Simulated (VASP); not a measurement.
# H6C5O2 in VASP: further runs, part 2 of 3

VASP 6.6.1. The steps go on from the part before.

## 3. Single point, PBE

INCAR

```
ALGO     = Normal         # electronic algorithm
EDIFF    = 1E-6           # SCF threshold, eV
ENCUT    = 520            # plane-wave cutoff, eV
GGA      = PE             # functional
ISIF     = 2              # what is computed and relaxed
ISMEAR   = -1             # smearing method
LASPH    = T              # aspherical terms in the spheres
LCHARG   = T              # write CHGCAR
LELF     = T              # ELF
LREAL    = Auto         
LVHAR    = T            
LWAVE    = F              # write WAVECAR
NBANDS   = 82             # bands
NELM     = 60             # most SCF steps
PREC     = Accurate       # precision mode
SIGMA    = 0.02           # smearing width, eV
```

KPOINTS

```
k-points
0
Gamma
  1 1 1
```

POSCAR

```
H6C5O2
1.0
    8.7499050000      0.0000000000      0.0000000000
    0.0000000000      8.7499050000      0.0000000000
    0.0000000000      0.0000000000      8.7499050000
O C H
6 15 18
Direct
    0.7042705035      0.6077094551      0.9051412558
    0.4913996209      0.7462138160      0.8469806244
    0.9566046717      0.8353462123      1.0511999845
    0.9629704551      0.8423291453      0.7874828355
    0.1225727594     -0.1248470698      0.3684954294
    0.2977746616      0.0552234567      0.4044729628
    0.5590803557      0.6480870364      0.9212328591
    1.0167767536      0.8095630753      0.9149013618
    0.1646646449      0.0206516528      0.3773183823
    0.7528881742      0.1542416746      1.0875775223
    0.7718255227      0.1318757175      0.9487760153
    0.0706293383      0.2757972801      0.7404651822
    0.1188241472      0.1730190213      0.8194603256
    0.2262995998      0.4041301020      0.0478862342
    0.2482084091      0.3581638886      0.1759219100
    0.8976440316      0.6501556303      0.4367590277
    0.8995297663      0.5148284467      0.4707365394
    0.8150374204      1.0073252224      0.5210456571
    0.6826702690      1.0195767840      0.4755251628
    0.3259121099      0.6085323212      0.5695604695
    0.3382436724      0.4788623419      0.5187713467
    0.7530024612      0.6562928398      0.8177917360
    0.5039140425      0.5812977398      1.0110052623
    0.8571064486      0.8910268169      1.0414513072
    1.1248922131      0.7479281204      0.9302158138
    0.2173052165     -0.1851334386      0.4042786750
    0.0730979365      0.0976810605      0.3309978794
    0.7700312175      0.1293385471      0.8268546916
    0.7250935867      0.1733847396      1.2042302174
    0.1538416703      0.0862980798      0.9001812020
    0.0354518135      0.3832955901      0.6919160837
    0.2441626509      0.3516152461      0.2949289164
    0.2161966330      0.4514449014     -0.0680007383
    0.8754495049      0.4071929924      0.5232171092
    0.8949697168      0.7683169132      0.4179702522
    0.5851492102      1.0845032032      0.4520163362
    0.9153699383      0.9595075604      0.5674918756
    0.3656725416      0.3783012501      0.4630107413
    0.3395122576      0.7157906286      0.6340297409
```

Potentials or basis: VASP PAW PBE potentials, release 64 (O, C, H).

Run with:

```
cat potpaw_PBE.64/O/POTCAR potpaw_PBE.64/C/POTCAR potpaw_PBE.64/H/POTCAR > POTCAR
mpirun -np 1 vasp_gam > vasp.out
```

OUTCAR:

```text
EDIFF = 1E-6
   ENCUT = 520
   GGA = PE
   ISIF = 2
   ISMEAR = -1
   LASPH = T
   LREAL = Auto
   NELM = 60
   PREC = Accurate

 ion  position               nearest neighbor table
   1  0.704  0.608  0.905-  22 0.97   7 1.33
   2  0.491  0.746  0.847-   7 1.23
   3  0.957  0.835  0.051-  24 1.00   8 1.32
   4  0.963  0.842  0.787-   8 1.24
   5  0.123  0.875  0.368-  26 1.03   9 1.33
   6  0.298  0.055  0.404-   9 1.23
   7  0.559  0.648  0.921-  23 1.09   2 1.23   1 1.33
   8  0.017  0.810  0.915-  25 1.10   4 1.24   3 1.32
   9  0.165  0.021  0.377-  27 1.12   6 1.23   5 1.33
  10  0.753  0.154  0.088-  29 1.06  11 1.24
  11  0.772  0.132  0.949-  28 1.07  10 1.24
  12  0.071  0.276  0.740-  31 1.08  13 1.21
  13  0.119  0.173  0.819-  30 1.08  12 1.21
  14  0.226  0.404  0.048-  33 1.10  15 1.21
  15  0.248  0.358  0.176-  32 1.04  14 1.21
  16  0.898  0.650  0.437-  35 1.05  17 1.22
  17  0.900  0.515  0.471-  34 1.07  16 1.22
[... 8 lines left out ...]
  26  0.217  0.815  0.404-   5 1.03
  27  0.073  0.098  0.331-   9 1.12
[... 10 lines left out ...]
  38  0.366  0.378  0.463-  21 1.03
  39  0.340  0.716  0.634-  20 1.10

  LATTYP: Found a simple cubic cell.
 ALAT       =     8.7499050000

  Lattice vectors:

 A1 = (   8.7499050000,   0.0000000000,   0.0000000000)
 A2 = (   0.0000000000,   8.7499050000,   0.0000000000)
 A3 = (   0.0000000000,   0.0000000000,   8.7499050000)

Analysis of symmetry for initial positions (statically):
=====================================================================
 Subroutine PRICEL returns:
 Original cell was already a primitive cell.

 Routine SETGRP: Setting up the symmetry group for a
 simple cubic supercell.

 Subroutine GETGRP returns: Found  1 space group operations
 (whereof  1 operations were pure point group operations)
 out of a pool of 48 trial point group operations.

The static configuration has the point symmetry C_1 .

[... 184 lines left out ...]
  Fermi-wavevector in a.u.,A,eV,Ry     =   0.907207  1.714373 11.197931  0.823025
  Thomas-Fermi vector in A             =   2.030987
   LORBIT       =      0    0 simple, 1 ext, 2 COOP (PROOUT), +10 PAW based schemes
   GGA     = PE    functional components
   LHFCALC =     F    Hartree Fock is set to
   AEXX    =    0.0000 exact exchange contribution
   IVDW    =     0    specifies the selected vdW correction
   LEPSILON=     F    determine dielectric tensor
   LRPA    =     F    only Hartree local field effects (RPA)
 non-spin polarized calculation
  energy-cutoff  :      520.00
  volume of cell :      669.90
 maximum number of plane-waves:      8971
 NGX is ok and might be reduce to    70
   NGX = 33   NGY = 33   NGZ = 33

 number of electron     114.0000001 magnetization

 Free energy of the ion-electron system (eV)
  ---------------------------------------------------
  ext. energy  EPLUGINS =         0.00000000
  ---------------------------------------------------
  free energy    TOTEN  =      -226.71848302 eV

  energy without entropy =     -226.71848302  energy(sigma->0) =     -226.71848302

 E-fermi :  -3.4684     XC(G=0):  -5.7941

 val. band max:       -4.0289067405   @ k =   0.0000   0.0000   0.0000
 cond. band min:       0.6844294556   @ k =   0.0000   0.0000   0.0000
 fundamental gap:      4.7133361961
 Fermi energy:        -3.4683973390

 k-point     1 :       0.0000    0.0000    0.0000
  band No.  band energies     occupation
      1     -25.5988      2.00000
      2     -25.5064      2.00000
      3     -25.4053      2.00000
      4     -23.1233      2.00000
      5     -23.0038      2.00000
      6     -22.9982      2.00000
[... 61 lines left out ...]
     68       2.1662      0.00000
     69       2.2274      0.00000
 [bands above 69 left out]

------------------------ aborting loop because EDIFF is reached ----------------------------------------

  FORCE on cell =-STRESS in cart. coord.  units (eV):
  Direction    XX          YY          ZZ          XY          YZ          ZX
  --------------------------------------------------------------------------------------
  -------------------------------------------------------------------------------------
  Total        1.1577174      0.8738297     -1.1784333      1.8892304      0.8271062     -0.6139055
  in kB        2.7688736      2.0899089     -2.8184192      4.5184084      1.9781620     -1.4682570
  external PRESSURE =       0.6801211 kB  Pullay stress =       0.0000000 kB

 VOLUME and BASIS-vectors are now :
 -----------------------------------------------------------------------------
  energy-cutoff  :      520.00
  volume of cell :      669.90
      direct lattice vectors                 reciprocal lattice vectors
     8.749905000  0.000000000  0.000000000     0.114286955  0.000000000  0.000000000
     0.000000000  8.749905000  0.000000000     0.000000000  0.114286955  0.000000000
     0.000000000  0.000000000  8.749905000     0.000000000  0.000000000  0.114286955

 POSITION                                       TOTAL-FORCE (eV/Angst)
 -----------------------------------------------------------------------------------
      6.16230      5.31740      7.91990         0.507193     -0.712590      0.312452
      4.29970      6.52930      7.41100         0.321663     -0.370780      0.257504
      8.37020      7.30920      0.44800        -0.781587      0.355571      0.165842
      8.42590      7.37030      6.89040         0.314480     -0.373540      1.501877
      1.07250      7.65750      3.22430         0.945661     -1.193612      0.814445
      2.60550      0.48320      3.53910        -0.421779      0.726104      0.398937
[... 31 lines left out ...]
      3.19960      3.31010      4.05130         0.180316     -1.462467     -0.448830
      2.97070      6.26310      5.54770        -0.310246     -0.732798     -0.448681
 -----------------------------------------------------------------------------------
    total drift:                                0.015092     -0.016026     -0.036171

  FREE ENERGIE OF THE ION-ELECTRON SYSTEM (eV)
  ---------------------------------------------------
  free  energy   TOTEN  =      -226.7184830204 eV

  energy  without entropy=     -226.7184830204  energy(sigma->0) =     -226.71848302
```

OSZICAR:

```text
N       E                     dE             d eps       ncg     rms          rms(c)
DAV:   1     0.886578220156E+03    0.88658E+03   -0.55747E+04   172   0.121E+03
DAV:   2    -0.122583393075E+03   -0.10092E+04   -0.96954E+03   216   0.277E+02
DAV:   3    -0.248950911495E+03   -0.12637E+03   -0.12537E+03   198   0.104E+02
DAV:   4    -0.252345555749E+03   -0.33946E+01   -0.33770E+01   200   0.197E+01
DAV:   5    -0.252434783895E+03   -0.89228E-01   -0.89157E-01   208   0.298E+00    0.280E+01
DAV:   6    -0.230270388937E+03    0.22164E+02   -0.47278E+01   184   0.212E+01    0.140E+01
DAV:   7    -0.226986487807E+03    0.32839E+01   -0.11142E+01   200   0.102E+01    0.655E+00
DAV:   8    -0.226731688280E+03    0.25480E+00   -0.12333E+00   208   0.370E+00    0.231E+00
DAV:   9    -0.226711353743E+03    0.20335E-01   -0.13174E-01   184   0.130E+00    0.569E-01
DAV:  10    -0.226716764606E+03   -0.54109E-02   -0.20464E-02   184   0.680E-01    0.279E-01
DAV:  11    -0.226717835233E+03   -0.10706E-02   -0.37431E-03   200   0.288E-01    0.152E-01
DAV:  12    -0.226718687903E+03   -0.85267E-03   -0.25591E-03   168   0.211E-01    0.596E-02
DAV:  13    -0.226718608371E+03    0.79532E-04   -0.53882E-04   232   0.118E-01    0.353E-02
DAV:  14    -0.226718516541E+03    0.91830E-04   -0.20945E-04   168   0.619E-02    0.260E-02
DAV:  15    -0.226718487742E+03    0.28799E-04   -0.74222E-05   208   0.409E-02    0.921E-03
DAV:  16    -0.226718484397E+03    0.33452E-05   -0.19876E-05   192   0.183E-02    0.677E-03
DAV:  17    -0.226718483333E+03    0.10639E-05   -0.33502E-06   184   0.952E-03    0.346E-03
DAV:  18    -0.226718483020E+03    0.31263E-06   -0.14257E-06   128   0.596E-03
   1 F= -.22671848E+03 E0= -.22671848E+03  d E =-.858015E-12
```

stdout:

```text
POSCAR found type information on POSCAR O C H
 POSCAR found :  3 types and      39 ions
 scaLAPACK will be used
 LDA part: xc-table for (Slater+PW92), standard interpolation
 POSCAR, INCAR and KPOINTS ok, starting setup
 FFT: planning ... GRIDC
 FFT: planning ... GRID_SOFT
 FFT: planning ... GRID
 WAVECAR not read
 entering main loop
```

Run time: 2.4 min. Hardware: 1 thread of Intel Xeon Platinum 8259CL at 2.50GHz (Skylake/Cascade Lake), shared host; peak memory 0.68 GiB.

Results:

| Item | Value |
| --- | --- |
| Free energy | -226.7185 eV |
| Pressure | 0.1 GPa |
| Largest force | 3.262 eV/Å |
| Band gap on the k mesh | 4.71 eV |

Forces in eV/Å, atoms in the order of the input:
```
O    0.507 -0.713  0.312
O    0.322 -0.371  0.258
O   -0.782  0.356  0.166
O    0.314 -0.374  1.502
O    0.946 -1.194  0.814
O   -0.422  0.726  0.399
C   -0.884  0.886 -0.576
C   -0.259 -0.145 -1.439
C    1.049  0.322 -1.338
C    0.256 -0.543 -3.207
C   -0.830  0.725  3.043
C    0.113  0.185  0.217
C   -0.078 -0.148  0.165
C    0.174  0.779 -1.355
C   -0.359  0.522 -0.588
C   -0.170 -2.238  0.648
C   -0.470  1.321  0.008
C   -1.897 -0.286 -0.563
C    2.277  0.551  0.817
C    0.513 -0.466  0.212
C   -0.122  2.735  1.015
H    0.019  0.525 -0.406
H   -0.039 -0.254  0.388
H    0.460  0.022 -0.052
H    0.361 -0.026 -0.082
H   -1.421  0.531 -0.558
H    0.314 -0.170  0.608
H    0.241 -0.233 -0.217
H    0.153 -0.030  0.422
H    0.008  0.248 -0.463
H    0.104 -0.313 -0.175
H    0.069 -0.521  0.902
H    0.110 -0.624  0.919
H    0.156 -0.310 -0.335
H    0.054  0.719 -0.463
H   -1.379  0.077 -0.469
H    0.723 -0.077  0.369
H    0.180 -1.462 -0.449
H   -0.310 -0.733 -0.449
```

Caveat: the k points lie up to 0.72 Å⁻¹ apart.

[end of part 2 of 3]
